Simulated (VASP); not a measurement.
Crystal: F.

```
F
1.0
     2.64632    0.00000    0.00000
    -1.32316    2.29178    0.00000
     0.00000    0.00000    4.28704
F
2
Direct
  0.33333 0.66667 0.25000
  0.66667 0.33333 0.75000
```

```yaml
Program: VASP 6.6.1
Task: relaxation of cell and atoms
Functional: PBE
Potentials_or_basis: VASP PAW PBE potentials, release 64 (F)
Cutoff: 600 eV
k_mesh: 18 × 18 × 10
Occupations: fermi-dirac, width 0.05 eV
Spin: no spin polarisation
```

At the start: pressure -6.4 GPa; volume 13.00 Å³/atom.

Task: How do energy, volume and symmetry change on relaxing?

Result: Over 29 steps the energy falls by 275.6 meV/atom and the volume is 10.48 Å³/atom (-19.4 %); space group P6_3/mmc (No. 194, to 0.1 Å) before and after.

The path:
```csv
step,energy change (eV),largest force (eV/Å),pressure (GPa),volume (Å³)
1,0.0000,0.0000,-6.38,26.00
2,-0.0727,0.0000,-5.67,24.10
3,-0.1478,0.0000,4.00,18.96
4,-0.1587,0.0000,-1.21,20.65
5,-0.1609,0.0000,-0.06,20.18
6,-0.1609,0.0000,0.22,20.08
7,-0.1667,0.0000,0.34,20.02
8,-0.2020,0.0000,0.65,19.83
9,-0.3205,0.0000,1.78,19.37
10,-0.4617,0.0000,10.56,18.09
11,-0.4647,0.0000,9.70,18.17
12,-0.4656,0.0000,9.78,18.18
13,-0.4678,0.0000,9.93,18.19
14,-0.4709,0.0000,10.26,18.21
15,-0.4717,0.0000,10.99,18.24
16,-0.4767,0.0000,10.62,18.32
17,-0.4905,0.0000,9.35,18.56
18,-0.5133,0.0000,7.14,19.04
19,-0.5412,0.0000,3.37,20.01
20,-0.5352,0.0000,-2.33,22.03
21,-0.5482,0.0000,0.73,20.85
22,-0.5488,0.0000,0.68,20.85
23,-0.5502,0.0000,0.51,20.86
24,-0.5512,0.0000,0.18,20.88
25,-0.5512,0.0000,0.20,20.88
26,-0.5512,0.0000,0.21,20.88
27,-0.5513,0.0000,0.16,20.91
28,-0.5512,0.0000,-0.18,21.02
29,-0.5513,0.0000,-0.01,20.96
```

Final structure:
```
F
1.0
     2.87752    0.00000    0.00000
    -1.43876    2.49201    0.00000
     0.00000    0.00000    2.92296
F
2
Direct
  0.33333 0.66667 0.25000
  0.66667 0.33333 0.75000
```

Caveat: the volume moved by over 15 % at a fixed basis, so the end points are rough.
